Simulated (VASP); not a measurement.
Input of a VASP 6.6.1 run:

Contents of INCAR:

```
SYSTEM = KMgF3
PREC     = Accurate       ! precision mode
ENCUT    = 520            ! plane-wave cutoff, eV
EDIFF    = 1E-6           ! SCF threshold, eV
ISMEAR   = -1             ! smearing method
SIGMA    = 0.05           ! smearing width, eV
LREAL    = .FALSE.        ! projectors in reciprocal space
LASPH    = .TRUE.         ! aspherical terms in the spheres
NELM     = 80             ! most SCF steps
ALGO     = Normal         ! electronic algorithm
ISIF     = 2              ! what is computed and relaxed
LWAVE    = .FALSE.        ! write WAVECAR
LCHARG   = .TRUE.         ! write CHGCAR
GGA      = CA             ! functional
LELF     = .TRUE.         ! ELF
LVHAR    = .TRUE.       
NBANDS   = 24             ! bands
```

KPOINTS

```
Automatic mesh
0
G
  7 7 7
  0 0 0
```

Contents of POSCAR:

```
KMgF3
1.0
    3.9859000000      0.0000000000      0.0000000000
    0.0000000000      3.9859000000      0.0000000000
    0.0000000000      0.0000000000      3.9859000000
K Mg F
1 1 3
Direct
    0.5000000000      0.5000000000      0.5000000000
    0.0000000000      0.0000000000      0.0000000000
    0.0000000000      0.0000000000      0.5000000000
    0.0000000000      0.5000000000      0.0000000000
    0.5000000000      0.0000000000      0.0000000000
```

Potentials or basis: VASP PAW LDA potentials, release 64 (K_sv, Mg, F).

Run with:

```console
$ cat potpaw_LDA.64/K_sv/POTCAR potpaw_LDA.64/Mg/POTCAR potpaw_LDA.64/F/POTCAR > POTCAR
$ mpirun -np 1 vasp_std > vasp.out
```

(1) Estimate the band gap on the k mesh.

(2) Predict the pressure.

## Answers

(1) 6.99 eV, indirect (least direct gap 7.28 eV).

(2) -5.3 GPa.
